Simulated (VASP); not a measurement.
# Si6C5 in VASP: a series of runs

Si6C5 is run at these levels: r2SCAN; tasks: single point.

Program: VASP 6.6.1. These are calculated values, not measurements. Logs are shortened: lines on timing, memory, paths and dates and some standing lists are left out, and cuts for length are marked.

## (1) The cell of the first run

The cell holds a slab with vacuum, 11 atoms: a = 3.080 Å, b = 3.080 Å, c = 25.891 Å, α = 90.00°, β = 90.00°, γ = 90.00°.

## (2) Single point, r2SCAN

POSCAR reads:

```
Si6C5
1.0
    3.0803621744      0.0000000000      0.0000000000
    0.0000000000      3.0803621744      0.0000000000
    0.0000000000      0.0000000000     25.8907249100
Si C
6 5
Direct
    0.5000000000      0.5000000000      0.2896790270
    0.0000000000      0.0000000000      0.3738074162
    0.5000000000      0.5000000000      0.4579358054
    0.0000000000      0.0000000000      0.5420641946
    0.5000000000      0.5000000000      0.6261925838
    0.0000000000      0.0000000000      0.7103209730
    0.5000000000      0.0000000000      0.3317432216
    0.0000000000      0.5000000000      0.4158716108
    0.5000000000      0.0000000000      0.5000000000
    0.0000000000      0.5000000000      0.5841283892
    0.5000000000      0.0000000000      0.6682567784
```

INCAR.step1 reads:

```
PREC     = Accurate       # precision mode
ENCUT    = 520            # plane-wave cutoff, eV
ISMEAR   = 0              # smearing method
SIGMA    = 0.05           # smearing width, eV
LREAL    = False          # projectors in reciprocal space
LASPH    = True           # aspherical terms in the spheres
NELM     = 60             # most SCF steps
LDIPOL   = True         
IDIPOL   = 3            
DIPOL    = 0.5 0.5 0.500
NBANDS   = 33             # bands
GGA      = PE             # functional
ALGO     = Normal         # electronic algorithm
EDIFF    = 1E-4           # SCF threshold, eV
LWAVE    = True           # write WAVECAR
LCHARG   = False          # write CHGCAR
```

INCAR.step2 reads:

```
PREC     = Accurate       # precision mode
ENCUT    = 520            # plane-wave cutoff, eV
EDIFF    = 1E-6           # SCF threshold, eV
ISMEAR   = 0              # smearing method
SIGMA    = 0.05           # smearing width, eV
LREAL    = False          # projectors in reciprocal space
LASPH    = True           # aspherical terms in the spheres
NELM     = 60             # most SCF steps
ALGO     = Normal         # electronic algorithm
ISIF     = 2              # what is computed and relaxed
LWAVE    = False          # write WAVECAR
LCHARG   = False          # write CHGCAR
LDIPOL   = True         
IDIPOL   = 3            
DIPOL    = 0.5 0.5 0.500
METAGGA  = R2SCAN         # meta-GGA
LMIXTAU  = True         
NBANDS   = 33             # bands
ISTART   = 1
```

KPOINTS reads:

```
Automatic mesh
0
Gamma
  9 9 1
```

Potentials or basis: VASP PAW PBE potentials, release 64 (Si, C).

The run is started by

```console
cat potpaw_PBE.64/Si/POTCAR potpaw_PBE.64/C/POTCAR > POTCAR
cp INCAR.step1 INCAR
mpirun -np 1 vasp_std > vasp.out
cp INCAR.step2 INCAR
mpirun -np 1 vasp_std > vasp.out
```

OUTCAR:

```text
PREC = Accurate
   ENCUT = 520
   EDIFF = 1E-6
   ISMEAR = 0
   LREAL = False
   LASPH = True
   NELM = 60
   ISIF = 2
   METAGGA = R2SCAN
   ISTART = 1

 ion  position               nearest neighbor table
   1  0.500  0.500  0.290-   7 1.89   7 1.89   2 3.08   2 3.08   2 3.08   2 3.08
   2  0.000  0.000  0.374-   8 1.89   8 1.89   7 1.89   7 1.89   3 3.08   3 3.08   3 3.08   3 3.08
                             1 3.08   1 3.08   1 3.08   1 3.08
   3  0.500  0.500  0.458-   8 1.89   9 1.89   9 1.89   8 1.89   2 3.08   2 3.08   2 3.08   2 3.08
                             4 3.08   4 3.08   4 3.08   4 3.08
   4  0.000  0.000  0.542-   9 1.89  10 1.89  10 1.89   9 1.89   5 3.08   5 3.08   5 3.08   5 3.08
                             3 3.08   3 3.08   3 3.08   3 3.08
   5  0.500  0.500  0.626-  10 1.89  10 1.89  11 1.89  11 1.89   4 3.08   4 3.08   4 3.08   4 3.08
                             6 3.08   6 3.08   6 3.08   6 3.08
   6  0.000  0.000  0.710-  11 1.89  11 1.89   5 3.08   5 3.08   5 3.08   5 3.08
   7  0.500  0.000  0.332-   1 1.89   2 1.89   1 1.89   2 1.89
   8  0.000  0.500  0.416-   2 1.89   2 1.89   3 1.89   3 1.89
   9  0.500  0.000  0.500-   3 1.89   4 1.89   3 1.89   4 1.89
  10  0.000  0.500  0.584-   5 1.89   5 1.89   4 1.89   4 1.89
  11  0.500  0.000  0.668-   5 1.89   6 1.89   5 1.89   6 1.89

  LATTYP: Found a simple tetragonal cell.
 ALAT       =     3.0803621744
 C/A-ratio  =     8.4050911692

  Lattice vectors:

 A1 = (   3.0803621744,   0.0000000000,   0.0000000000)
 A2 = (   0.0000000000,   3.0803621744,   0.0000000000)
 A3 = (   0.0000000000,   0.0000000000,  25.8907249100)

Analysis of symmetry for initial positions (statically):
=====================================================================
 Subroutine PRICEL returns:
 Original cell was already a primitive cell.

 Routine SETGRP: Setting up the symmetry group for a
 simple tetragonal supercell.

 Subroutine GETGRP returns: Found  8 space group operations
 (whereof  4 operations were pure point group operations)
 out of a pool of 16 trial point group operations.

The static configuration has the point symmetry C_2v.
 The point group associated with its full space group is D_2d.

Analysis of symmetry for dynamics (positions and initial velocities):
=====================================================================
 Subroutine PRICEL returns:
 Original cell was already a primitive cell.

 Routine SETGRP: Setting up the symmetry group for a
 simple tetragonal supercell.

 Subroutine GETGRP returns: Found  8 space group operations
[... 128 lines left out ...]
   EFERMI_NEDOS =   21; number of points for ismear=-14 and -15
   IALGO  =     38    algorithm
   IMIX   =      4    mixing-type and parameters
     AMIX     =   0.40;   BMIX     =  1.00
     AMIX_MAG =   1.60;   BMIX_MAG =  1.00
  volume/ion in A,a.u.               =      22.33       150.71
  Fermi-wavevector in a.u.,A,eV,Ry     =   0.922805  1.743848 11.586293  0.851569
  Thomas-Fermi vector in A             =   2.048372
   LORBIT       =      0    0 simple, 1 ext, 2 COOP (PROOUT), +10 PAW based schemes
   METAGGA = R2SCAN    functional components
   LHFCALC =     F    Hartree Fock is set to
   AEXX    =    0.0000 exact exchange contribution
   IVDW    =     0    specifies the selected vdW correction
   LEPSILON=     F    determine dielectric tensor
   LRPA    =     F    only Hartree local field effects (RPA)
 non-spin polarized calculation
 Gauss-broadening in eV      SIGMA  =   0.05
  energy-cutoff  :      520.00
  volume of cell :      245.67
 maximum number of plane-waves:      6654
 NGX is ok and might be reduce to    24
   NGX = 11   NGY = 11   NGZ = 97

 number of electron      43.9999997 magnetization

 dipolmoment           0.000000      0.000000      0.000000 electrons x Angstroem

 Free energy of the ion-electron system (eV)
  ---------------------------------------------------
  ext. energy  EPLUGINS =         0.00000000
  ---------------------------------------------------
  free energy    TOTEN  =      -101.85911123 eV

  energy without entropy =     -101.85911123  energy(sigma->0) =     -101.85911123

 E-fermi :   1.2725     XC(G=0):  -6.4577

 val. band max:        1.0384874713   @ k =   0.4444   0.0000   0.0000
 cond. band min:       1.4892749945   @ k =   0.4444   0.4444   0.0000
 fundamental gap:      0.4507875232
 Fermi energy:         1.2724620788

 k-point     1 :       0.0000    0.0000    0.0000
  band No.  band energies     occupation
      1     -15.4940      2.00000
      2     -14.9244      2.00000
      3     -14.0060      2.00000
      4     -12.7833      2.00000
      5     -11.4188      2.00000
      6      -7.4880      2.00000
[... 529 lines left out ...]
     32       7.4882      0.00000
     33       7.6162      0.00000

------------------------ aborting loop because EDIFF is reached ----------------------------------------

 vacuum level on the upper side and lower side of the slab       (xc-potential included)        -0.020        -0.020

  FORCE on cell =-STRESS in cart. coord.  units (eV):
  Direction    XX          YY          ZZ          XY          YZ          ZX
  --------------------------------------------------------------------------------------
  -------------------------------------------------------------------------------------
  Total       -4.1498181     -4.1498181      0.3489503      0.0000000      0.0000000      0.0000000
  in kB      -27.0639926    -27.0639926      2.2757595      0.0000000      0.0000000      0.0000000
  external PRESSURE =     -17.2840752 kB  Pullay stress =       0.0000000 kB

 VOLUME and BASIS-vectors are now :
 -----------------------------------------------------------------------------
  energy-cutoff  :      520.00
  volume of cell :      245.67
      direct lattice vectors                 reciprocal lattice vectors
     3.080362174  0.000000000  0.000000000     0.324637151  0.000000000  0.000000000
     0.000000000  3.080362174  0.000000000     0.000000000  0.324637151  0.000000000
     0.000000000  0.000000000 25.890724910     0.000000000  0.000000000  0.038623870

 POSITION                                       TOTAL-FORCE (eV/Angst)
 -----------------------------------------------------------------------------------
      1.54018      1.54018      7.50000         0.000000      0.000000     -0.323451
      0.00000      0.00000      9.67814         0.000000      0.000000     -0.031553
      1.54018      1.54018     11.85629         0.000000      0.000000     -0.023155
      0.00000      0.00000     14.03443         0.000000      0.000000      0.023155
      1.54018      1.54018     16.21258         0.000000      0.000000      0.031553
      0.00000      0.00000     18.39072         0.000000      0.000000      0.323451
      1.54018      0.00000      8.58907         0.000000      0.000000      0.396917
      0.00000      1.54018     10.76722         0.000000      0.000000     -0.015687
      1.54018      0.00000     12.94536         0.000000      0.000000     -0.000000
      0.00000      1.54018     15.12351         0.000000      0.000000      0.015687
      1.54018      0.00000     17.30165         0.000000      0.000000     -0.396917
 -----------------------------------------------------------------------------------
    total drift:                               -0.000000      0.000000      0.000000

  FREE ENERGIE OF THE ION-ELECTRON SYSTEM (eV)
  ---------------------------------------------------
  free  energy   TOTEN  =      -101.8591112270 eV

  energy  without entropy=     -101.8591112270  energy(sigma->0) =     -101.85911123

 vacuum level on the upper side and lower side of the slab         7.057         7.057
```

OUTCAR.step1:

```text
PREC = Accurate
   ENCUT = 520
   ISMEAR = 0
   LREAL = False
   LASPH = True
   NELM = 60
   GGA = PE
   EDIFF = 1E-4

 ion  position               nearest neighbor table
[... 795 lines left out ...]
      1.54018      0.00000     17.30165         0.000000      0.000000     -0.362572
 -----------------------------------------------------------------------------------
    total drift:                                0.000000      0.000000      0.000000

  FREE ENERGIE OF THE ION-ELECTRON SYSTEM (eV)
  ---------------------------------------------------
  free  energy   TOTEN  =       -77.5343273839 eV

  energy  without entropy=      -77.5343272918  energy(sigma->0) =      -77.53432734

 vacuum level on the upper side and lower side of the slab         7.074         7.074
```

OSZICAR.step1:

```text
N       E                     dE             d eps       ncg     rms          rms(c)
DAV:   1     0.229941891849E+03    0.22994E+03   -0.17968E+04   990   0.109E+03
DAV:   2    -0.561129818491E+02   -0.28605E+03   -0.27403E+03  1365   0.221E+02
DAV:   3    -0.862933357373E+02   -0.30180E+02   -0.29798E+02  1273   0.714E+01
DAV:   4    -0.877422486331E+02   -0.14489E+01   -0.14459E+01  1364   0.175E+01
DAV:   5    -0.877911300018E+02   -0.48881E-01   -0.48865E-01  1420   0.306E+00    0.200E+01
DAV:   6    -0.775964745039E+02    0.10195E+02   -0.32036E+01  1226   0.222E+01    0.883E+00
DAV:   7    -0.775829621281E+02    0.13512E-01   -0.41893E+00  1308   0.797E+00    0.391E+00
DAV:   8    -0.775403293903E+02    0.42633E-01   -0.28699E-01  1276   0.236E+00    0.169E+00
DAV:   9    -0.775339195674E+02    0.64098E-02   -0.42104E-02  1276   0.111E+00    0.241E-01
DAV:  10    -0.775341649183E+02   -0.24535E-03   -0.60175E-03  1307   0.337E-01    0.165E-01
DAV:  11    -0.775343241740E+02   -0.15926E-03   -0.71642E-04  1300   0.138E-01    0.645E-02
DAV:  12    -0.775343273839E+02   -0.32099E-05   -0.17183E-04  1026   0.642E-02
   1 F= -.77534327E+02 E0= -.77534327E+02  d E =-.920721E-07
```

It took 9.3 min on 1 thread of Intel Xeon Platinum 8488C (Sapphire Rapids), shared host; peak memory 0.41 GiB.

What came out:

| Item | Value |
| --- | --- |
| Free energy | -101.8591 eV |
| Largest force | 0.397 eV/Å |
| Band gap on the k mesh | 0.45 eV (least direct gap 0.92 eV) |

Forces on the atoms (eV/Å):
```
Si   0.000  0.000 -0.323
Si   0.000  0.000 -0.032
Si   0.000  0.000 -0.023
Si   0.000  0.000  0.023
Si   0.000  0.000  0.032
Si   0.000  0.000  0.323
C    0.000  0.000  0.397
C    0.000  0.000 -0.016
C    0.000  0.000  0.000
C    0.000  0.000  0.016
C    0.000  0.000 -0.397
```

Levels at points of the mesh, in eV from the valence-band top:
```
           k point  band 20  band 21  band 22  band 23  band 24  band 25
(0.00, 0.00, 0.00)    -0.89    -0.61    -0.26     1.55     2.44     3.45
```

Caveat: semilocal functionals underestimate gaps, and a narrow one can read as zero; the PAW data sets were made with another functional, which shifts forces and pressure a little.

## (3) Single point, r2SCAN

POSCAR reads:

```
Si6C5
1.0
    3.0803621744      0.0000000000      0.0000000000
    0.0000000000      3.0803621744      0.0000000000
    0.0000000000      0.0000000000     25.8907249100
Si C
6 5
Direct
    0.5000000000      0.5000000000      0.2892272561
    0.0000000000      0.0000000000      0.3738968756
    0.5000000000      0.5000000000      0.4579289491
    0.0000000000      0.0000000000      0.5420717466
    0.5000000000      0.5000000000      0.6261034553
    0.0000000000      0.0000000000      0.7107726245
    0.5000000000      0.0000000000      0.3321463368
    0.0000000000      0.5000000000      0.4158918099
    0.5000000000      0.0000000000      0.5000000712
    0.0000000000      0.5000000000      0.5841079909
    0.5000000000      0.0000000000      0.6678528840
```

INCAR.step1 reads:

```
PREC = Accurate
ENCUT = 520
ISMEAR = 0
SIGMA = 0.05
LREAL = F
LASPH = T
NELM = 60
LDIPOL = T
IDIPOL = 3
DIPOL = 0.5 0.5 0.500
NBANDS = 33
GGA = PE
ALGO = Normal
EDIFF = 1E-4
LWAVE = T
LCHARG = F
```

INCAR.step2 reads:

```
PREC = Accurate
ENCUT = 520
EDIFF = 1E-6
ISMEAR = 0
SIGMA = 0.05
LREAL = F
LASPH = T
NELM = 60
ALGO = Normal
ISIF = 2
LWAVE = F
LCHARG = F
LDIPOL = T
IDIPOL = 3
DIPOL = 0.5 0.5 0.500
METAGGA = R2SCAN
LMIXTAU = T
NBANDS = 33
ISTART = 1
```

KPOINTS is that of step 2.

Potentials or basis: VASP PAW PBE potentials, release 64 (Si, C).

The run is started by

```console
cat potpaw_PBE.64/Si/POTCAR potpaw_PBE.64/C/POTCAR > POTCAR
cp INCAR.step1 INCAR
mpirun -np 1 vasp_std > vasp.out
cp INCAR.step2 INCAR
mpirun -np 1 vasp_std > vasp.out
```

Wall time 9.2 min (1 thread of Intel Xeon Platinum 8488C (Sapphire Rapids), shared host); peak memory 0.41 GiB.

Results (log left out):

- Free energy: -101.8668 eV
- Largest force: 0.011 eV/Å
- Band gap on the k mesh: 0.47 eV (least direct gap 0.91 eV)

Forces on the atoms (eV/Å):
```
Si   0.000  0.000  0.011
Si   0.000  0.000 -0.001
Si   0.000  0.000 -0.002
Si   0.000  0.000  0.002
Si   0.000  0.000  0.001
Si   0.000  0.000 -0.011
C    0.000  0.000 -0.007
C    0.000  0.000  0.005
C    0.000  0.000  0.000
C    0.000  0.000 -0.005
C    0.000  0.000  0.007
```

Levels at points of the mesh, in eV from the valence-band top:
```csv
k point,band 18,band 19,band 20,band 21,band 22,band 23,band 24,band 25,band 26,band 27
"(0.00, 0.00, 0.00)",-1.57,-0.78,-0.78,-0.59,-0.23,1.66,2.57,3.56,4.52,4.64
```

Caveat: semilocal functionals underestimate gaps, and a narrow one can read as zero; the PAW data sets were made with another functional, which shifts forces and pressure a little.
